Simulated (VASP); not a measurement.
# SnO2 (P4_2/mnm) in VASP: a series of runs

The runs below take SnO2 through single point, with PBE.

Everything below comes from runs of VASP 6.6.1. Logs are shortened: lines on timing, memory, paths and dates and some standing lists are left out, and cuts for length are marked.

## (1) The cell of the first run

It takes space group P4_2/mnm (No. 136, tetragonal). The conventional cell has a = 4.827 Å, b = 4.827 Å, c = 3.238 Å, α = 90.00°, β = 90.00°, γ = 90.00°. Sn (site symmetry mmm) has 6 O at 2.09 Å within 2.8 Å. O (site symmetry m2m) has 3 Sn at 2.09 Å and 1 O at 2.64 Å within 2.8 Å.

## (2) Single point, PBE

Contents of INCAR:

```
SYSTEM = SnO2
ALGO = Normal
EDIFF = 1E-6
ENCUT = 600
GGA = PE
GGA_COMPAT = .FALSE.
ISIF = 2
ISMEAR = 0
LASPH = .TRUE.
LCHARG = .TRUE.
LELF = .TRUE.
LREAL = .FALSE.
LVHAR = .TRUE.
LWAVE = .FALSE.
NBANDS = 35
NELM = 120
PREC = Accurate
SIGMA = 0.02
```

Contents of KPOINTS:

```
k-points
0
G
  6 6 8
  0 0 0
```

Contents of POSCAR:

```
SnO2
1.0
    4.8271899921      0.0000000000      0.0000000000
    0.0000000000      4.8271899921      0.0000000000
    0.0000000000      0.0000000000      3.2381523551
Sn O
2 4
Direct
    0.5000000000      0.5000000000      0.5000000000
    0.0000000000      0.0000000000      0.0000000000
    0.1934234794      0.8065765206      0.5000000000
    0.8065765206      0.1934234794      0.5000000000
    0.3065765206      0.3065765206      0.0000000000
    0.6934234794      0.6934234794      0.0000000000
```

Potentials or basis: VASP PAW PBE potentials, release 64 (Sn_d, O).

Run with:

```bash
$ cat potpaw_PBE.64/Sn_d/POTCAR potpaw_PBE.64/O/POTCAR > POTCAR
$ mpirun -np 1 vasp_std > vasp.out
```

OUTCAR:

```text
SYSTEM = SnO2
   EDIFF = 1E-6
   ENCUT = 600
   GGA = PE
   ISIF = 2
   ISMEAR = 0
   LASPH = .TRUE.
   LREAL = .FALSE.
   NELM = 120
   PREC = Accurate

 ion  position               nearest neighbor table
   1  0.500  0.500  0.500-   5 2.09   6 2.09   5 2.09   6 2.09   3 2.09   4 2.09
   2  0.000  0.000  0.000-   3 2.09   4 2.09   3 2.09   4 2.09   5 2.09   6 2.09
   3  0.193  0.807  0.500-   2 2.09   2 2.09   1 2.09
   4  0.807  0.193  0.500-   2 2.09   2 2.09   1 2.09
   5  0.307  0.307  0.000-   1 2.09   1 2.09   2 2.09
   6  0.693  0.693  0.000-   1 2.09   1 2.09   2 2.09

  LATTYP: Found a simple tetragonal cell.
 ALAT       =     4.8271899921
 C/A-ratio  =     0.6708151866

  Lattice vectors:

 A1 = (   4.8271899921,   0.0000000000,   0.0000000000)
 A2 = (   0.0000000000,   4.8271899921,   0.0000000000)
 A3 = (   0.0000000000,   0.0000000000,   3.2381523551)

Analysis of symmetry for initial positions (statically):
=====================================================================
 Subroutine PRICEL returns:
 Original cell was already a primitive cell.

 Routine SETGRP: Setting up the symmetry group for a
 simple tetragonal supercell.

 Subroutine GETGRP returns: Found 16 space group operations
 (whereof  8 operations were pure point group operations)
 out of a pool of 16 trial point group operations.

The static configuration has the point symmetry D_2h.
 The point group associated with its full space group is D_4h.

Analysis of symmetry for dynamics (positions and initial velocities):
=====================================================================
 Subroutine PRICEL returns:
 Original cell was already a primitive cell.

 Routine SETGRP: Setting up the symmetry group for a
 simple tetragonal supercell.

 Subroutine GETGRP returns: Found 16 space group operations
 (whereof  8 operations were pure point group operations)
 out of a pool of 16 trial point group operations.

The dynamic configuration has the point symmetry D_2h.
 The point group associated with its full space group is D_4h.

 Subroutine INISYM returns: Found 16 space group operations
 (whereof  8 operations are pure point group operations),
 and found     1 'primitive' translations

----------------------------------------------------------------------------------------

                                     Primitive cell

[... 87 lines left out ...]
   NGXF,Y,Z  is equivalent  to a cutoff of  27.55, 27.55, 28.75 a.u.
 SYSTEM =  SnO2
   PREC   = accura    normal or accurate (medium, high low for compatibility)
   ISTART =      0    job   : 0-new  1-cont  2-samecut
   ICHARG =      2    charge: 1-file 2-atom 10-const
   ISPIN  =      1    spin polarized calculation?
   LNONCOLLINEAR =      F non collinear calculations
   LSORBIT =      F    spin-orbit coupling
   LASPH  =      T    aspherical Exc in radial PAW
   ENCUT  =  600.0 eV  44.10 Ry    6.64 a.u.   9.64  9.64  6.47*2*pi/ulx,y,z
   NELM   =    120;   NELMIN=  2; NELMDL= -5     # of ELM steps
   EDIFF  = 0.1E-05   stopping-criterion for ELM
   LREAL  =      F    real-space projection
[... 7 lines left out ...]
   TEBEG  =    0.0;   TEEND  =   0.0 temperature during run
   PSTRESS=    0.0 pullay stress
   NELECT =      52.0000    total number of electrons
   NUPDOWN=      -1.0000    fix difference up-down
   EMIN   =  10.00;   EMAX   =-10.00  energy-range for DOS
   EFERMI =   0.00;   METHOD = LEGACY
   ISMEAR =     0;   SIGMA  =   0.02  broadening in eV -4-tet -1-fermi 0-gaus
   EFERMI_NEDOS =   21; number of points for ismear=-14 and -15
   IALGO  =     38    algorithm
   IMIX   =      4    mixing-type and parameters
     AMIX     =   0.40;   BMIX     =  1.00
     AMIX_MAG =   1.60;   BMIX_MAG =  1.00
  volume/ion in A,a.u.               =      12.58        84.87
  Fermi-wavevector in a.u.,A,eV,Ry     =   1.446041  2.732621 28.450251  2.091034
  Thomas-Fermi vector in A             =   2.564155
   LORBIT       =      0    0 simple, 1 ext, 2 COOP (PROOUT), +10 PAW based schemes
   GGA     = PE    functional components
   LHFCALC =     F    Hartree Fock is set to
   AEXX    =    0.0000 exact exchange contribution
   IVDW    =     0    specifies the selected vdW correction
   LEPSILON=     F    determine dielectric tensor
   LRPA    =     F    only Hartree local field effects (RPA)
 non-spin polarized calculation
 Gauss-broadening in eV      SIGMA  =   0.02
  energy-cutoff  :      600.00
  volume of cell :       75.45
 maximum number of plane-waves:      2557
 NGX is ok and might be reduce to    40

 number of electron      52.0000001 magnetization

 Free energy of the ion-electron system (eV)
  ---------------------------------------------------
  ext. energy  EPLUGINS =         0.00000000
  ---------------------------------------------------
  free energy    TOTEN  =       -37.32023778 eV

  energy without entropy =      -37.32023778  energy(sigma->0) =      -37.32023778

 E-fermi :   5.6699     XC(G=0): -10.9763

 val. band max:        5.5305953500   @ k =   0.0000   0.0000   0.0000
 cond. band min:       6.2007771459   @ k =   0.0000   0.0000   0.0000
 fundamental gap:      0.6701817960
 Fermi energy:         5.6698970053

 k-point     1 :       0.0000    0.0000    0.0000
  band No.  band energies     occupation
      1     -15.5042      2.00000
      2     -14.8395      2.00000
      3     -14.6464      2.00000
      4     -14.6189      2.00000
      5     -14.6189      2.00000
      6     -14.5533      2.00000
[... 901 lines left out ...]
     34      17.5188      0.00000
     35      17.8014      0.00000

 [... further k-points ...]
[... 5 lines left out ...]
  --------------------------------------------------------------------------------------
  -------------------------------------------------------------------------------------
  Total        0.1692771      0.1692771      0.2955033      0.0000000      0.0000000      0.0000000
  in kB        3.5943688      3.5943688      6.2746118      0.0000000      0.0000000      0.0000000
  external PRESSURE =       4.4877832 kB  Pullay stress =       0.0000000 kB

 VOLUME and BASIS-vectors are now :
 -----------------------------------------------------------------------------
  energy-cutoff  :      600.00
  volume of cell :       75.45
      direct lattice vectors                 reciprocal lattice vectors
     4.827189992  0.000000000  0.000000000     0.207159859  0.000000000  0.000000000
     0.000000000  4.827189992  0.000000000     0.000000000  0.207159859  0.000000000
     0.000000000  0.000000000  3.238152355     0.000000000  0.000000000  0.308818082

 POSITION                                       TOTAL-FORCE (eV/Angst)
 -----------------------------------------------------------------------------------
      2.41359      2.41359      1.61908         0.000000      0.000000      0.000000
      0.00000      0.00000      0.00000         0.000000      0.000000      0.000000
      0.93369      3.89350      1.61908         0.011385     -0.011385      0.000000
      3.89350      0.93369      1.61908        -0.011385      0.011385      0.000000
      1.47990      1.47990      0.00000        -0.011385     -0.011385      0.000000
      3.34729      3.34729      0.00000         0.011385      0.011385      0.000000
 -----------------------------------------------------------------------------------
    total drift:                               -0.000000      0.000000      0.000000

  FREE ENERGIE OF THE ION-ELECTRON SYSTEM (eV)
  ---------------------------------------------------
  free  energy   TOTEN  =       -37.3202377774 eV

  energy  without entropy=      -37.3202377774  energy(sigma->0) =      -37.32023778
```

OSZICAR:

```text
N       E                     dE             d eps       ncg     rms          rms(c)
DAV:   1     0.681958781846E+03    0.68196E+03   -0.27672E+04  3825   0.249E+03
DAV:   2     0.687071237421E+02   -0.61325E+03   -0.57739E+03  3772   0.650E+02
DAV:   3    -0.373449630849E+02   -0.10605E+03   -0.10387E+03  3777   0.220E+02
DAV:   4    -0.432977669268E+02   -0.59528E+01   -0.59020E+01  4451   0.554E+01
DAV:   5    -0.434497111735E+02   -0.15194E+00   -0.15167E+00  4238   0.941E+00    0.156E+01
DAV:   6    -0.372521849952E+02    0.61975E+01   -0.17615E+01  5526   0.643E+01    0.604E+00
DAV:   7    -0.373517758466E+02   -0.99591E-01   -0.20026E+00  4005   0.786E+00    0.318E+00
DAV:   8    -0.373272975100E+02    0.24478E-01   -0.18746E-01  5237   0.388E+00    0.737E-01
DAV:   9    -0.373193561941E+02    0.79413E-02   -0.34768E-02  5698   0.279E+00    0.129E-01
DAV:  10    -0.373201556021E+02   -0.79941E-03   -0.41156E-03  4546   0.563E-01    0.464E-02
DAV:  11    -0.373202393216E+02   -0.83719E-04   -0.19611E-04  5415   0.120E-01    0.201E-02
DAV:  12    -0.373202405351E+02   -0.12135E-05   -0.13104E-05  5137   0.257E-02    0.130E-02
DAV:  13    -0.373202375018E+02    0.30333E-05   -0.82505E-06  4252   0.371E-02    0.243E-03
DAV:  14    -0.373202377774E+02   -0.27557E-06   -0.62085E-07  2207   0.543E-03
   1 F= -.37320238E+02 E0= -.37320238E+02  d E =-.334506E-25
```

Run time: 2.6 min. Hardware: 1 thread of Oxide Virtual Turin-like, shared host; peak memory 0.24 GiB.

Results:

- Free energy: -37.3202 eV
- Pressure: 0.4 GPa
- Largest force: 0.016 eV/Å
- Band gap on the k mesh: 0.67 eV

Forces in eV/Å, atoms in the order of the input:
```
Sn   0.000  0.000  0.000
Sn   0.000  0.000  0.000
O    0.011 -0.011  0.000
O   -0.011  0.011  0.000
O   -0.011 -0.011  0.000
O    0.011  0.011  0.000
```

Levels at points of the mesh, in eV from the valence-band top:
| k point | band 24 | band 25 | band 26 | band 27 | band 28 | band 29 |
| --- | --- | --- | --- | --- | --- | --- |
| (0.00, 0.00, 0.00) | -0.74 | -0.74 | 0.00 | 0.67 | 5.69 | 6.06 |
| (0.50, 0.00, 0.00) | -1.21 | -0.61 | -0.61 | 3.88 | 3.88 | 6.81 |
| (0.50, 0.50, 0.00) | -1.33 | -0.85 | -0.85 | 4.27 | 4.27 | 7.15 |
| (0.00, 0.00, 0.50) | -1.53 | -1.18 | -1.18 | 5.59 | 5.59 | 9.36 |
| (0.50, 0.00, 0.50) | -1.02 | -0.75 | -0.75 | 5.85 | 5.85 | 7.61 |
| (0.50, 0.50, 0.50) | -0.92 | -0.78 | -0.78 | 4.35 | 4.35 | 8.61 |

Caveat: semilocal functionals underestimate gaps, and a narrow one can read as zero; spin-orbit coupling is left out, which moves the levels of the heavy elements.

## (3) Single point, PBE

This run uses another cell than the first one: it holds 24 atoms, not 6.

Contents of INCAR:

```
ALGO = Normal
EDIFF = 1E-6
ENCUT = 600
GGA = PE
GGA_COMPAT = F
ISIF = 2
ISMEAR = 0
LASPH = T
LCHARG = F
LREAL = F
LWAVE = F
NBANDS = 122
NELM = 120
PREC = Accurate
SIGMA = 0.02
```

Contents of KPOINTS:

```
k-points
0
Gamma
  3 3 3
```

Contents of POSCAR:

```
SnO2
1.0
    4.8271899921     -4.8271899921      0.0000000000
    4.8271899921      4.8271899921      0.0000000000
   -4.8271899921      0.0000000000      6.4763047102
Sn O
8 16
Direct
    0.1250000000      0.6250000000      0.2500000000
    0.3750000000      0.8750000000      0.7500000000
    0.6250000000      0.1250000000      0.2500000000
    0.8750000000      0.3750000000      0.7500000000
    0.0000000000      0.0000000000      0.0000000000
    0.2500000000      0.2500000000      0.5000000000
    0.5000000000      0.5000000000      0.0000000000
    0.7500000000      0.7500000000      0.5000000000
    0.8184234794      0.6250000000      0.2500000000
    0.0684234794      0.8750000000      0.7500000000
    0.3184234794      0.1250000000      0.2500000000
    0.5684234794      0.3750000000      0.7500000000
    0.4315765206      0.6250000000      0.2500000000
    0.6815765206      0.8750000000      0.7500000000
    0.9315765206      0.1250000000      0.2500000000
    0.1815765206      0.3750000000      0.7500000000
    0.0000000000      0.3065765206      0.0000000000
    0.2500000000      0.5565765206      0.5000000000
    0.5000000000      0.8065765206      0.0000000000
    0.7500000000      0.0565765206      0.5000000000
    0.0000000000      0.6934234794      0.0000000000
    0.2500000000      0.9434234794      0.5000000000
    0.5000000000      0.1934234794      0.0000000000
    0.7500000000      0.4434234794      0.5000000000
```

Potentials or basis: VASP PAW PBE potentials, release 64 (Sn_d, O).

Run with:

```bash
$ cat potpaw_PBE.64/Sn_d/POTCAR potpaw_PBE.64/O/POTCAR > POTCAR
$ mpirun -np 1 vasp_std > vasp.out
```

Wall time 7.5 min (1 thread of Oxide Virtual Turin-like, shared host); peak memory 0.55 GiB.

The run converged. Its results:

* Free energy: -149.2775 eV
* Pressure: 0.4 GPa
* Largest force: 0.016 eV/Å
* Band gap on the k mesh: 0.67 eV

Forces on the atoms (eV/Å):
```
Sn   0.000  0.000  0.000
Sn   0.000  0.000  0.000
Sn   0.000  0.000  0.000
Sn   0.000  0.000  0.000
Sn   0.000  0.000  0.000
Sn   0.000  0.000  0.000
Sn   0.000  0.000  0.000
Sn   0.000  0.000  0.000
O    0.011 -0.011  0.000
O    0.011 -0.011  0.000
O    0.011 -0.011  0.000
O    0.011 -0.011  0.000
O   -0.011  0.011  0.000
O   -0.011  0.011  0.000
O   -0.011  0.011  0.000
O   -0.011  0.011  0.000
O   -0.011 -0.011  0.000
O   -0.011 -0.011  0.000
O   -0.011 -0.011  0.000
O   -0.011 -0.011  0.000
O    0.011  0.011  0.000
O    0.011  0.011  0.000
O    0.011  0.011  0.000
O    0.011  0.011  0.000
```

Stress tensor (GPa, compression positive):
```
0.34 0.00 0.00
0.00 0.34 0.00
0.00 0.00 0.59
```

Levels at points of the mesh, in eV from the valence-band top:
| k point | band 102 | band 103 | band 104 | band 105 | band 106 | band 107 |
| --- | --- | --- | --- | --- | --- | --- |
| (0.00, 0.00, 0.00) | -0.74 | -0.74 | 0.00 | 0.67 | 4.57 | 4.57 |

Caveat: semilocal functionals underestimate gaps, and a narrow one can read as zero; spin-orbit coupling is left out, which moves the levels of the heavy elements.
